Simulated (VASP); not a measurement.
The system is BP.

```
P B
1.0
     0.00000    2.23833    2.23833
     2.23833    0.00000    2.23833
     2.23833    2.23833    0.00000
P B
1 1
Direct
  0.75000 0.75000 0.75000
  0.00000 0.00000 0.00000
```

Base run:

```yaml
Program: VASP 6.6.1
Functional: revPBE
Potentials_or_basis: VASP PAW PBE potentials, release 64 (P, B)
Cutoff: 520 eV
k_mesh: 10 × 10 × 10
Occupations: fermi-dirac, width 0.05 eV
Spin: no spin polarisation
```

Its results: band gap on the k mesh 1.18 eV, indirect (least direct gap 3.46 eV); pressure 10.3 GPa.

**Question.** After a change of settings the same cell gave: band gap on the k mesh 1.18 eV, indirect (least direct gap 3.46 eV); pressure 8.2 GPa. Which change was it?
A. functional from revPBE to BHLYP; k mesh from 10 × 10 × 10 to 5 × 5 × 5
B. functional from revPBE to r2SCAN
C. functional from revPBE to PBE
D. functional from revPBE to r2SCAN0; k mesh from 10 × 10 × 10 to 5 × 5 × 5

**Answer.** C.

PBE binds more tightly than revPBE, so the same cell stands under less pressure.

Caveats: the PAW data sets were made with another functional, which shifts forces and pressure a little (some runs).
